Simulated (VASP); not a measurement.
# PIr (rocksalt type) (Fm-3m) in VASP: notebook, part 2 of 2

VASP 6.6.1. Earlier steps stand in the parts before.

## (3) Single point, LDA

This run uses another cell than the first one, of 14.28 Å³/atom.

Contents of INCAR:

```
SYSTEM = PIr
PREC = Accurate ; ENCUT = 560
EDIFF = 1E-6 ; ISMEAR = -1
SIGMA = 0.08 ; LREAL = .False.
LASPH = .True. ; NELM = 120
ALGO = Normal ; ISIF = 2
LWAVE = .False. ; LCHARG = .False.
GGA = CA ; NBANDS = 18
GGA_COMPAT = .False.
```

Contents of KPOINTS:

```
Automatic mesh
0
Gamma
  14 14 14
  0 0 0
```

Contents of POSCAR:

```
PIr
1.0
    0.0000000000      2.4263656764      2.4263656764
    2.4263656764      0.0000000000      2.4263656764
    2.4263656764      2.4263656764      0.0000000000
Ir P
1 1
Direct
    0.0000000000      0.0000000000      0.0000000000
    0.5000000000      0.5000000000      0.5000000000
```

Potentials or basis: VASP PAW LDA potentials, release 64 (Ir_sv_GW, P).

On the command line:

```bash
> cat potpaw_LDA.64/Ir_sv_GW/POTCAR potpaw_LDA.64/P/POTCAR > POTCAR
> mpirun -np 1 vasp_std > vasp.out
```

OUTCAR:

```text
SYSTEM = PIr
   PREC = Accurate
   ENCUT = 560
   EDIFF = 1E-6
   ISMEAR = -1
   LREAL = .False.
   LASPH = .True.
   NELM = 120
   ISIF = 2
   GGA = CA

 ion  position               nearest neighbor table
   1  0.000  0.000  0.000-   2 2.43   2 2.43   2 2.43   2 2.43   2 2.43   2 2.43
   2  0.500  0.500  0.500-   1 2.43   1 2.43   1 2.43   1 2.43   1 2.43   1 2.43

  LATTYP: Found a face centered cubic cell.
 ALAT       =     4.8527313528

  Lattice vectors:

 A1 = (   0.0000000000,   2.4263656764,   2.4263656764)
 A2 = (   2.4263656764,   0.0000000000,   2.4263656764)
 A3 = (   2.4263656764,   2.4263656764,   0.0000000000)

Analysis of symmetry for initial positions (statically):
=====================================================================
 Subroutine PRICEL returns:
 Original cell was already a primitive cell.

 Routine SETGRP: Setting up the symmetry group for a
 face centered cubic supercell.

 Subroutine GETGRP returns: Found 48 space group operations
 (whereof 48 operations were pure point group operations)
 out of a pool of 48 trial point group operations.

The static configuration has the point symmetry O_h .
[... 157 lines left out ...]

  energy without entropy =      -16.80248132  energy(sigma->0) =      -16.81549655

 E-fermi :  10.7094     XC(G=0): -13.0487

 val. band max:       10.6841138251   @ k =  -0.2143   0.2143   0.0000
 cond. band min:      10.7175504024   @ k =   0.4286   0.3571   0.0000
 fundamental gap:      0.0334365773
 Fermi energy:        10.7093638577

 k-point     1 :       0.0000    0.0000    0.0000
  band No.  band energies     occupation
      1     -80.7702      2.00000
      2     -37.8908      2.00000
      3     -37.8908      2.00000
      4     -37.8908      2.00000
      5      -3.6742      2.00000
      6       7.3233      2.00000
[... 481 lines left out ...]
      5      -2.3300      2.00000
      6       4.7563      2.00000
[... 10 lines left out ...]
     17      21.4509      0.00000
     18      23.5869      0.00000

 [... further k-points ...]

------------------------ aborting loop because EDIFF is reached ----------------------------------------

  FORCE on cell =-STRESS in cart. coord.  units (eV):
  Direction    XX          YY          ZZ          XY          YZ          ZX
  --------------------------------------------------------------------------------------
  -------------------------------------------------------------------------------------
  Total       -0.0563488     -0.0563488     -0.0563488      0.0000000     -0.0000000     -0.0000000
  in kB       -3.1600663     -3.1600663     -3.1600663      0.0000000     -0.0000000     -0.0000000
  external PRESSURE =      -3.1600663 kB  Pullay stress =       0.0000000 kB

 VOLUME and BASIS-vectors are now :
 -----------------------------------------------------------------------------
  energy-cutoff  :      560.00
  volume of cell :       28.57
      direct lattice vectors                 reciprocal lattice vectors
     0.000000000  2.426365676  2.426365676    -0.206069516  0.206069516  0.206069516
     2.426365676  0.000000000  2.426365676     0.206069516 -0.206069516  0.206069516
     2.426365676  2.426365676  0.000000000     0.206069516  0.206069516 -0.206069516

 POSITION                                       TOTAL-FORCE (eV/Angst)
 -----------------------------------------------------------------------------------
      0.00000      0.00000      0.00000         0.000000      0.000000      0.000000
      2.42637      2.42637      2.42637         0.000000      0.000000     -0.000000
 -----------------------------------------------------------------------------------
    total drift:                               -0.000000      0.000000      0.000000

  FREE ENERGIE OF THE ION-ELECTRON SYSTEM (eV)
  ---------------------------------------------------
  free  energy   TOTEN  =       -16.8285117800 eV

  energy  without entropy=      -16.8024813225  energy(sigma->0) =      -16.81549655
```

OSZICAR:

```text
N       E                     dE             d eps       ncg     rms          rms(c)
DAV:   1     0.131937480662E+03    0.13194E+03   -0.14530E+04  3936   0.130E+03
DAV:   2    -0.153459811904E+02   -0.14728E+03   -0.14472E+03  4894   0.347E+02
DAV:   3    -0.186306777817E+02   -0.32847E+01   -0.32414E+01  4332   0.464E+01
DAV:   4    -0.186441312970E+02   -0.13454E-01   -0.13443E-01  4602   0.319E+00
DAV:   5    -0.186441887524E+02   -0.57455E-04   -0.57454E-04  4240   0.192E-01    0.746E+01
DAV:   6    -0.170530390712E+02    0.15911E+01   -0.10088E+01  3874   0.203E+01    0.444E+01
DAV:   7    -0.169396202753E+02    0.11342E+00   -0.19445E+00  3812   0.106E+01    0.207E+01
DAV:   8    -0.168289065198E+02    0.11071E+00   -0.29220E-01  3920   0.396E+00    0.942E-01
DAV:   9    -0.168288293730E+02    0.77147E-04   -0.18751E-02  3982   0.938E-01    0.569E-01
DAV:  10    -0.168285466944E+02    0.28268E-03   -0.20800E-03  4054   0.331E-01    0.127E-01
DAV:  11    -0.168285164181E+02    0.30276E-04   -0.13332E-04  4102   0.937E-02    0.757E-02
DAV:  12    -0.168285124324E+02    0.39856E-05   -0.11709E-05  4156   0.263E-02    0.293E-02
DAV:  13    -0.168285117800E+02    0.65238E-06   -0.16116E-06  2178   0.959E-03
   1 F= -.16828512E+02 E0= -.16815497E+02  d E =-.260305E-01
```

stdout:

```text
POSCAR found type information on POSCAR IrP
 POSCAR found :  2 types and       2 ions
 scaLAPACK will be used
 LDA part: xc-table for (Slater(with rela. corr.)+CA(PZ))
 , standard interpolation
 POSCAR, INCAR and KPOINTS ok, starting setup
 FFT: planning ... GRIDC
 FFT: planning ... GRID_SOFT
 FFT: planning ... GRID
 WAVECAR not read
 entering main loop
```

Wall time 55 s (1 thread of Intel Xeon Platinum 8259CL at 2.50GHz (Skylake/Cascade Lake), shared host); peak memory 0.19 GiB.

Results:

| Property | Result |
| --- | --- |
| Free energy | -16.8285 eV |
| Pressure | -0.3 GPa |
| Band gap on the k mesh | zero (bands 11 and 12 overlap by 1.59 eV) |

Levels at points of the mesh, in eV from the Fermi level:
```tsv
k point	band 7	band 8	band 9	band 10	band 11	band 12	band 13	band 14	band 15	band 16
(0.00, 0.00, 0.00)	-3.39	-3.39	-3.27	-3.27	0.23	0.23	0.23	6.58	9.91	13.17
(0.50, 0.00, 0.00)	-5.74	-5.74	-1.35	-1.35	-0.44	3.99	6.49	6.49	6.56	6.56
(0.50, 0.50, 0.00)	-4.99	-2.38	-2.15	-2.15	-0.76	-0.76	-0.17	3.50	10.71	14.25
```

Caveat: spin-orbit coupling is left out, which moves the levels of the heavy elements.

The gap in the log of VASP goes by the Fermi energy; the results here count the filled bands.